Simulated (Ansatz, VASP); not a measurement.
Rh in VASP and in Ansatz

```
Rh
1.0
     0.00000    1.95514    1.79873
     1.95514    0.00000    1.79873
     1.95514    1.95514    0.00000
Rh
1
Direct
  0.00000 0.00000 0.00000
```

Alike in both runs: task single point; functional LDA; k mesh 24 × 24 × 24; occupations gaussian, width 0.15 eV; no spin polarisation.

|  | VASP | Ansatz |
| --- | --- | --- |
| version | VASP 6.6.1 | Ansatz 0.2.0 |
| potentials or method | VASP PAW LDA potentials, release 64 (Rh_pv), cutoff 520 eV | scalar-relativistic, plane waves, PAW |
| valence electrons in the cell | 15 | 17 |

|  | VASP | Ansatz | Ansatz less VASP |
| --- | --- | --- | --- |
| gap on the k mesh at the Fermi level (eV) | none | none | - |
| pressure (GPa) | -9.3 | -10.2 | -0.88 |
| traceless stress, the component that is largest in VASP (GPa) | 12.26 | 12.31 | +0.049 |

LDA's correlation is that of Perdew and Zunger in VASP and of Perdew and Wang (1992) in Ansatz. A gap of «none» marks a metal or a gap that the smearing closes. VASP's potentials hold 15 valence electrons a cell and Ansatz's 17, so a difference there can come from the potentials and not from the codes.
